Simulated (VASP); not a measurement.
A run of VASP 6.6.1 is set up as follows.

Contents of POSCAR:

```
PtSe2
1.0
    7.4573199301      0.0000000000      0.0000000000
   -3.7286599650      6.4582285036      0.0000000000
    0.0000000000      0.0000000000      5.2770333951
Pt Se
4 8
Direct
   -0.0052211715     -0.0035771419     -0.0138581651
   -0.0063952891      0.4878378023     -0.0035300137
    0.4959833113     -0.0048089039     -0.0070226958
    0.5033347063      0.5035213601      0.0037049225
    0.1699795407      0.3340821711      0.2460389963
    0.3576702641      0.1819464888      0.7548944079
    0.1769069427      0.8338509542      0.2432396962
    0.3426122882      0.6910988048      0.7525917883
    0.6665620308      0.3275021933      0.2627336036
    0.8190201257      0.1618782921      0.7772844500
    0.6555110018      0.8342735159      0.2456313809
    0.8421194087      0.6774301958      0.7687358969
```

INCAR.step1

```
SYSTEM = PtSe2
PREC     = Accurate       ! precision mode
ENCUT    = 520            ! plane-wave cutoff, eV
ISMEAR   = -1             ! smearing method
SIGMA    = 0.112          ! smearing width, eV
LREAL    = .False.        ! projectors in reciprocal space
LASPH    = .True.         ! aspherical terms in the spheres
NELM     = 100            ! most SCF steps
NBANDS   = 56             ! bands
GGA      = PE             ! functional
ALGO     = Normal         ! electronic algorithm
EDIFF    = 1E-4           ! SCF threshold, eV
LWAVE    = .True.         ! write WAVECAR
LCHARG   = .False.        ! write CHGCAR
```

INCAR.step2

```
SYSTEM = PtSe2
PREC     = Accurate       ! precision mode
ENCUT    = 520            ! plane-wave cutoff, eV
EDIFF    = 1E-6           ! SCF threshold, eV
ISMEAR   = -1             ! smearing method
SIGMA    = 0.112          ! smearing width, eV
LREAL    = .False.        ! projectors in reciprocal space
LASPH    = .True.         ! aspherical terms in the spheres
NELM     = 100            ! most SCF steps
ALGO     = Normal         ! electronic algorithm
ISIF     = 2              ! what is computed and relaxed
LWAVE    = .False.        ! write WAVECAR
LCHARG   = .True.         ! write CHGCAR
METAGGA  = R2SCAN         ! meta-GGA
LMIXTAU  = .True.       
LELF     = .True.         ! ELF
LVHAR    = .True.       
NBANDS   = 56             ! bands
ISTART   = 1
```

KPOINTS

```
Automatic mesh
0
Gamma
  3 3 4
  0 0 0
```

Potentials or basis: VASP PAW PBE potentials, release 64 (Pt, Se).

Run with:

```bash
$ cat potpaw_PBE.64/Pt/POTCAR potpaw_PBE.64/Se/POTCAR > POTCAR
$ cp INCAR.step1 INCAR
$ mpirun -np 1 vasp_std > vasp.out
$ cp INCAR.step2 INCAR
$ mpirun -np 1 vasp_std > vasp.out
```

(1) Predict the largest force.

(2) What does it give for the band gap on the k mesh?

Answers

(1) 2.502 eV/Å.

(2) zero (bands 44 and 45 overlap by 0.13 eV).

Caveat: the PAW data sets were made with another functional, which shifts forces and pressure a little; spin-orbit coupling is left out, which moves the levels of the heavy elements.
